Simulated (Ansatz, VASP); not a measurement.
## One calculation of InP, two programs

```
In P
1.0
     0.00000    2.93050    2.93050
     2.93050    0.00000    2.93050
     2.93050    2.93050    0.00000
In P
1 1
Direct
  0.00000 0.00000 0.00000
  0.25000 0.25000 0.25000
```

Alike in both runs: task relaxation of cell and atoms; functional LDA; k mesh 10 × 10 × 10; no spin polarisation.

|  | VASP | Ansatz |
| --- | --- | --- |
| version | VASP 6.6.1 | Ansatz 0.2.0 |
| potentials or method | VASP PAW LDA potentials, release 64 (In_d, P) | scalar-relativistic, plane waves, PAW |
| plane-wave cutoff (eV) | 600 | 420 |
| occupations | gaussian, width 0.01 eV | fixed |
| valence electrons in the cell | 18 | 18 |

Ansatz gave:

```
gap on the k mesh at the Fermi level, each at its own relaxed structure (eV) : 0.58
relaxed volume (Å³/atom)                                                     : 24.73
relaxed cell length with the largest relative difference (Å)                 : 4.120
```

Problem. What did VASP give for the same quantities?

Solution. gap on the k mesh at the Fermi level, each at its own relaxed structure (eV): 0.60; relaxed volume (Å³/atom): 24.75; relaxed cell length with the largest relative difference (Å): 4.121.

LDA's correlation is that of Perdew and Zunger in VASP and of Perdew and Wang (1992) in Ansatz.
